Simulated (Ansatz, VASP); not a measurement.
## Al: VASP beside Ansatz

Contents of INCAR:

```
PREC = Accurate
ENCUT = 520
EDIFF = 1E-6
ISMEAR = 0
SIGMA = 0.15
LREAL = False
LASPH = True
NELM = 100
ALGO = Normal
ISIF = 2
LWAVE = False
LCHARG = False
GGA = PS
IVDW = 12
NBANDS = 14
```

Contents of KPOINTS:

```
regular mesh
0
Gamma
  18 18 6
```

Contents of POSCAR:

```
Al
1.0
    2.7086171361      0.0000000000      0.0000000000
   -1.3543085680      2.3457312490      0.0000000000
    0.0000000000      0.0000000000      9.6315716744
Al
4
Direct
    0.0000000000      0.0000000000      0.0000000000
    0.3333333333      0.6666666667      0.2500000000
    0.0000000000      0.0000000000      0.5000000000
    0.6666666667      0.3333333333      0.7500000000
```

Input for Ansatz:

```yaml
crystal:
  lattice:
    - [2.7086171361, 0.0, 0.0]
    - [-1.354308568, 2.345731249, 0.0]
    - [0.0, 0.0, 9.6315716744]
  atoms:
    - { symbol: Al, position: [0.0, 0.0, 0.0] }
    - { symbol: Al, position: [0.3333333333, 0.6666666667, 0.25] }
    - { symbol: Al, position: [0.0, 0.0, 0.5] }
    - { symbol: Al, position: [0.6666666667, 0.3333333333, 0.75] }
basis:
  ecutwfc: 420
kpoints:
  mp_grid: { grid: [18, 18, 6] }
hamiltonian:
  xc: pbesol
  pseudopotentials: { kind: paw, azcp: { folder: soft_1 } }
  dispersion: d3bj
scf:
  occupations: { method: gaussian, width: 0.15 }
output:
  forces: true
  stress: true
  eigenvalues: true
  write_density: true
  write_potential: true
  elf: true
  volumetric_format: npy
```

Alike in both runs: task single point; functional PBEsol; dispersion D3(BJ); k mesh 18 × 18 × 6; occupations gaussian, width 0.15 eV; no spin polarisation.

|  | VASP | Ansatz |
| --- | --- | --- |
| version | VASP 6.6.1 | Ansatz 0.2.0 |
| potentials or method | VASP PAW PBE potentials, release 64 (Al), cutoff 520 eV | scalar-relativistic, plane waves, PAW |
| valence electrons in the cell | 12 | 12 |

|  | VASP | Ansatz | Ansatz less VASP |
| --- | --- | --- | --- |
| gap on the k mesh at the Fermi level (eV) | none | none | - |
| pressure (GPa) | 3.0 | 2.9 | -0.12 |
| traceless stress, the component that is largest in VASP (GPa) | -5.63 | -5.58 | +0.048 |

VASP's potentials were made for PBE, not for PBEsol, and Ansatz warns of the same on its side. A gap of «none» marks a metal or a gap that the smearing closes.
